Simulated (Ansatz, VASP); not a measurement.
## One calculation of NaCl, two programs

INCAR

```
SYSTEM = NaCl
PREC = Accurate
ENCUT = 520
EDIFF = 1E-6
ISMEAR = 0
SIGMA = 0.05
LREAL = .False.
LASPH = .True.
NELM = 60
ALGO = Normal
ISIF = 2
LWAVE = .False.
LCHARG = .True.
GGA = PS
LELF = .True.
LVHAR = .True.
NBANDS = 14
```

File KPOINTS:

```
regular mesh
0
Gamma
  6 6 6
  0 0 0
```

POSCAR

```
NaCl
1.0
    3.2220148000      0.0000000000      0.0000000000
    0.0000000000      3.2220148000      0.0000000000
    0.0000000000      0.0000000000      3.7823652000
Na Cl
1 1
Direct
    0.0000000000      0.0000000000      0.0000000000
    0.5000000000      0.5000000000      0.5000000000
```

Input for Ansatz:

```yaml
crystal:
  lattice:
    - [3.2220148, 0.0, 0.0]
    - [0.0, 3.2220148, 0.0]
    - [0.0, 0.0, 3.7823652]
  atoms:
    - { symbol: Na, position: [0.0, 0.0, 0.0] }
    - { symbol: Cl, position: [0.5, 0.5, 0.5] }
basis:
  ecutwfc: 420
kpoints:
  mp_grid: { grid: [6, 6, 6] }
hamiltonian:
  xc: pbesol
scf:
  occupations: { method: gaussian, width: 0.05 }
output:
  forces: true
  stress: true
  eigenvalues: true
```

Change from the starting cell: strain -0.080 along x and y, +0.080 along z, atoms carried along.

Alike in both runs: task single point; functional PBEsol; k mesh 6 × 6 × 6; occupations gaussian, width 0.05 eV; no spin polarisation.

```csv
,VASP,Ansatz
version,VASP 6.6.1,Ansatz 0.2.0
potentials or method,"VASP PAW PBE potentials, release 64 (Na_pv, Cl), cutoff 520 eV","scalar-relativistic, plane waves, PAW"
valence electrons in the cell,14,16
```

```csv
,VASP,Ansatz,Ansatz less VASP
gap on the k mesh at the Fermi level (eV),3.22,3.22,+0.002
least direct gap on the mesh (eV),3.72,3.72,+0.002
pressure (GPa),2.0,1.9,-0.02
"traceless stress, the component that is largest in VASP (GPa)",-9.00,-9.01,-0.012
```

VASP's potentials were made for PBE, not for PBEsol. VASP's potentials hold 14 valence electrons a cell and Ansatz's 16, so a difference there can come from the potentials and not from the codes.
